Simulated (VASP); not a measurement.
Here is a VASP 6.6.1 calculation.

Contents of INCAR:

```
SYSTEM = ZnS
PREC = Accurate ; ENCUT = 520
EDIFF = 1E-6 ; ISMEAR = 0
SIGMA = 0.05 ; LREAL = .FALSE.
LASPH = .TRUE. ; NELM = 60
ALGO = Normal ; ISIF = 2
LWAVE = .FALSE. ; LCHARG = .FALSE.
GGA = PE ; NBANDS = 46
```

File KPOINTS:

```
regular mesh
0
G
  6 6 6
  0 0 0
```

Contents of POSCAR:

```
ZnS
1.0
    5.4431279680      0.0000000000      0.0000000000
    0.0000000000     -5.4431279680      0.0000000000
    0.0000000000      0.0000000000     -5.4431279680
Zn S
4 4
Direct
   -0.0389724503     -0.0389724503      0.0000000000
    0.5000000000      0.5000000000      0.0000000000
    0.5000000000      0.0000000000      0.5000000000
    0.0000000000      0.5000000000      0.5000000000
    0.7500000000      0.7500000000      0.7500000000
    0.2500000000      0.2500000000      0.7500000000
    0.2500000000      0.7500000000      0.2500000000
    0.7500000000      0.2500000000      0.2500000000
```

Potentials or basis: VASP PAW PBE potentials, release 64 (Zn, S).

Launch:

```console
$ cat potpaw_PBE.64/Zn/POTCAR potpaw_PBE.64/S/POTCAR > POTCAR
$ mpirun -np 1 vasp_std > vasp.out
```

Task: Estimate the band gap on the k mesh.

Result: 1.92 eV.

Task: Estimate the largest force.

Result: 2.385 eV/Å.

Forces on the atoms (eV/Å):
```
Zn   1.527 -1.527 -1.013
Zn  -0.253  0.253  0.015
Zn  -0.248 -0.307 -0.007
Zn   0.307  0.248 -0.007
S   -0.984  0.984  1.116
S   -0.266  0.266 -0.219
S   -0.104 -0.021  0.057
S    0.021  0.104  0.057
```

Caveat: the cell differs from its parent crystal (atom 1 (Zn) moved -0.300 Å along Cartesian [1 -1 0]); forces of over 1 eV/Å act on the atoms, so gaps and moduli don't describe the material at rest.
